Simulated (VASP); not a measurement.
# Sr in VASP: single point with PBEsol

Aim: the single point of Sr with PBEsol.

Everything below comes from runs of VASP 6.6.1. Logs are shortened: lines on timing, memory, paths and dates and some standing lists are left out, and cuts for length are marked.

## 1. The cell of the first run

The cell holds a slab with vacuum, 2 atoms: a = 4.421 Å, b = 10.988 Å, c = 42.831 Å, α = 90.00°, β = 90.00°, γ = 90.00°.

## 2. Single point, PBEsol

Input file INCAR:

```
SYSTEM = Sr
PREC = Accurate
ENCUT = 400
EDIFF = 1E-6
ISMEAR = -1
SIGMA = 0.1
LREAL = .False.
LASPH = .True.
NELM = 120
ALGO = Normal
ISIF = 2
LWAVE = .False.
LCHARG = .False.
LDIPOL = .True.
IDIPOL = 3
DIPOL = 0.5 0.5 0.251
GGA = PS
NBANDS = 17
GGA_COMPAT = .False.
NELMDL = -8
```

Input file KPOINTS:

```
Automatic mesh
0
Gamma
  4 2 1
  0 0 0
```

Input file POSCAR:

```
Sr
1.0
    4.4211120000      0.0000000000      0.0000000000
    0.0000000000     10.9876300000      0.0000000000
    0.0000000000      0.0000000000     42.8311334148
Sr
2
Direct
    0.0000000000      0.0000000000      0.1400850158
    0.0000000000      0.5000000000      0.3622497345
```

Potentials or basis: VASP PAW PBE potentials, release 64 (Sr_sv).

On the command line:

```bash
cat potpaw_PBE.64/Sr_sv/POTCAR > POTCAR
mpirun -np 1 vasp_std > vasp.out
```

OUTCAR:

```text
SYSTEM = Sr
   PREC = Accurate
   ENCUT = 400
   EDIFF = 1E-6
   ISMEAR = -1
   LREAL = .False.
   LASPH = .True.
   NELM = 120
   ISIF = 2
   GGA = PS
   NELMDL = -8

 ion  position               nearest neighbor table
   1  0.000  0.000  0.140-
   2  0.000  0.500  0.362-

  LATTYP: Found a simple orthorhombic cell.
 ALAT       =     4.4211120000
 B/A-ratio  =     2.4852638884
 C/A-ratio  =     9.6878643687

  Lattice vectors:

 A1 = (   4.4211120000,   0.0000000000,   0.0000000000)
 A2 = (   0.0000000000,  10.9876300000,   0.0000000000)
 A3 = (   0.0000000000,   0.0000000000,  42.8311334148)

Analysis of symmetry for initial positions (statically):
=====================================================================
 Subroutine PRICEL returns:
 Original cell was already a primitive cell.

 Routine SETGRP: Setting up the symmetry group for a
 simple orthorhombic supercell.

 Subroutine GETGRP returns: Found  8 space group operations
 (whereof  4 operations were pure point group operations)
 out of a pool of  8 trial point group operations.

The static configuration has the point symmetry C_2v.
 The point group associated with its full space group is D_2h.

Analysis of symmetry for dynamics (positions and initial velocities):
=====================================================================
 Subroutine PRICEL returns:
 Original cell was already a primitive cell.

 Routine SETGRP: Setting up the symmetry group for a
 simple orthorhombic supercell.

 Subroutine GETGRP returns: Found  8 space group operations
 (whereof  4 operations were pure point group operations)
 out of a pool of  8 trial point group operations.

The dynamic configuration has the point symmetry C_2v.
 The point group associated with its full space group is D_2h.

 Subroutine INISYM returns: Found  8 space group operations
 (whereof  4 operations are pure point group operations),
 and found     1 'primitive' translations

----------------------------------------------------------------------------------------

                                     Primitive cell

  volume of cell :    2080.6312

  direct lattice vectors                    reciprocal lattice vectors
     4.421112000  0.000000000  0.000000000     0.226187439  0.000000000  0.000000000
[... 66 lines left out ...]
   NELM   =    120;   NELMIN=  2; NELMDL= -8     # of ELM steps
   EDIFF  = 0.1E-05   stopping-criterion for ELM
   LREAL  =      F    real-space projection
   EDIFFG = 0.1E-04   stopping-criterion for IOM
   NSW    =      0    number of steps for IOM
   IBRION =     -1    ionic relax: 0-MD 1-quasi-New 2-CG
   NFREE  =      0    steps in history (QN), initial steepest desc. (CG)
   ISIF   =      2    stress and relaxation
   ISYM   =      2    0-nonsym 1-usesym 2-fastsym
   POTIM  = 0.5000    time-step for ionic-motion
   TEBEG  =    0.0;   TEEND  =   0.0 temperature during run
   PSTRESS=    0.0 pullay stress
   NELECT =      20.0000    total number of electrons
   NUPDOWN=      -1.0000    fix difference up-down
   EMIN   =  10.00;   EMAX   =-10.00  energy-range for DOS
   EFERMI =   0.00;   METHOD = LEGACY
   ISMEAR =    -1;   SIGMA  =   0.10  broadening in eV -4-tet -1-fermi 0-gaus
   EFERMI_NEDOS =   21; number of points for ismear=-14 and -15
   IALGO  =     38    algorithm
   IMIX   =      4    mixing-type and parameters
     AMIX     =   0.40;   BMIX     =  1.00
     AMIX_MAG =   1.60;   BMIX_MAG =  1.00
  volume/ion in A,a.u.               =    1040.32      7020.40
  Fermi-wavevector in a.u.,A,eV,Ry     =   0.348086  0.657787  1.648534  0.121164
  Thomas-Fermi vector in A             =   1.258048
   LORBIT       =      0    0 simple, 1 ext, 2 COOP (PROOUT), +10 PAW based schemes
   GGA     = PS    functional components
   LHFCALC =     F    Hartree Fock is set to
   AEXX    =    0.0000 exact exchange contribution
   IVDW    =     0    specifies the selected vdW correction
   LEPSILON=     F    determine dielectric tensor
   LRPA    =     F    only Hartree local field effects (RPA)
 non-spin polarized calculation
  energy-cutoff  :      400.00
  volume of cell :     2080.63
 maximum number of plane-waves:     37916
 NGX is ok and might be reduce to    30
   NGX = 15   NGY = 35   NGZ =139

 number of electron      20.0000000 magnetization

 dipolmoment           0.000000      0.000000     -0.000003 electrons x Angstroem

 Free energy of the ion-electron system (eV)
  ---------------------------------------------------
  ext. energy  EPLUGINS =         0.00000000
  ---------------------------------------------------
  free energy    TOTEN  =        -0.51600605 eV

  energy without entropy =       -0.36094383  energy(sigma->0) =       -0.43847494

 E-fermi :  -1.9437     XC(G=0):  -1.0216

 val. band max:       -2.0576009292   @ k =   0.5000   0.5000   0.0000
 cond. band min:      -1.7383329520   @ k =   0.5000   0.0000   0.0000
 fundamental gap:      0.3192679772
 Fermi energy:        -1.9436801197

 k-point     1 :       0.0000    0.0000    0.0000
  band No.  band energies     occupation
      1     -40.2230      2.00000
      2     -40.2230      2.00000
      3     -22.2106      2.00000
      4     -22.2106      2.00000
      5     -22.2104      2.00000
      6     -22.2104      2.00000
[... 97 lines left out ...]
      4     -22.2046      2.00000
      5     -22.2044      2.00000
      6     -22.2044      2.00000
[... 9 lines left out ...]
     16      -1.5553      0.04031
     17      -0.5470      0.00000

------------------------ aborting loop because EDIFF is reached ----------------------------------------

 vacuum level on the upper side and lower side of the slab       (xc-potential included)        -0.071        -0.072

  FORCE on cell =-STRESS in cart. coord.  units (eV):
  Direction    XX          YY          ZZ          XY          YZ          ZX
  --------------------------------------------------------------------------------------
  -------------------------------------------------------------------------------------
  Total        0.1725946     -0.0225402     -0.0179009      0.0000000      0.0000000      0.0000000
  in kB        0.1329054     -0.0173569     -0.0137844      0.0000000      0.0000000      0.0000000
  external PRESSURE =       0.0339213 kB  Pullay stress =       0.0000000 kB

 VOLUME and BASIS-vectors are now :
 -----------------------------------------------------------------------------
  energy-cutoff  :      400.00
  volume of cell :     2080.63
      direct lattice vectors                 reciprocal lattice vectors
     4.421112000  0.000000000  0.000000000     0.226187439  0.000000000  0.000000000
     0.000000000 10.987630000  0.000000000     0.000000000  0.091011437  0.000000000
     0.000000000  0.000000000 42.831133415     0.000000000  0.000000000  0.023347503

 POSITION                                       TOTAL-FORCE (eV/Angst)
 -----------------------------------------------------------------------------------
      0.00000      0.00000      6.00000         0.000000      0.000000      0.000578
      0.00000      5.49381     15.51557         0.000000      0.000000     -0.000578
 -----------------------------------------------------------------------------------
    total drift:                                0.000000      0.000000     -0.000005

  FREE ENERGIE OF THE ION-ELECTRON SYSTEM (eV)
  ---------------------------------------------------
  free  energy   TOTEN  =        -0.5160060547 eV

  energy  without entropy=       -0.3609438266  energy(sigma->0) =       -0.43847494

 vacuum level on the upper side and lower side of the slab         0.256         0.255
```

OSZICAR:

```text
N       E                     dE             d eps       ncg     rms          rms(c)
DAV:   1     0.120421642372E+03    0.12042E+03   -0.62302E+03   292   0.519E+02
DAV:   2     0.166328614689E+02   -0.10379E+03   -0.10242E+03   306   0.137E+02
DAV:   3     0.136505334466E+01   -0.15268E+02   -0.15165E+02   323   0.476E+01
[... 18 lines left out ...]
DAV:  22    -0.515988418701E+00   -0.15919E-04   -0.23752E-06   184   0.102E-02    0.497E-03
DAV:  23    -0.515997165504E+00   -0.87468E-05   -0.95159E-07   160   0.518E-03    0.105E-03
DAV:  24    -0.516002099929E+00   -0.49344E-05   -0.52895E-07   168   0.272E-03    0.118E-03
DAV:  25    -0.516005105309E+00   -0.30054E-05   -0.33831E-07   152   0.130E-03    0.341E-04
DAV:  26    -0.516006054698E+00   -0.94939E-06   -0.19846E-07   136   0.558E-04
   1 F= -.51600605E+00 E0= -.43847494E+00  d E =-.155062E+00
```

stdout:

```text
POSCAR found type information on POSCAR Sr
 POSCAR found :  1 types and       2 ions
 scaLAPACK will be used
 -----------------------------------------------------------------------------
|                                                                             |
|                                                                             |
|     You enforced a specific xc type in the INCAR file but a different       |
|     I HOPE YOU KNOW WHAT YOU ARE DOING!                                     |
|                                                                             |
 -----------------------------------------------------------------------------

 LDA part: xc-table for (Slater+PW92), standard interpolation
 POSCAR, INCAR and KPOINTS ok, starting setup
 FFT: planning ... GRIDC
 FFT: planning ... GRID_SOFT
 FFT: planning ... GRID
 WAVECAR not read
 entering main loop
```

Run time: 5.9 min. Hardware: 1 thread of Intel Xeon Platinum 8559C (Emerald Rapids), shared host; peak memory 1 GiB.

What came out:

* Free energy: -0.5160 eV
* Band gap on the k mesh: 0.32 eV

Caveat: the PAW data sets were made with another functional, which shifts forces and pressure a little.
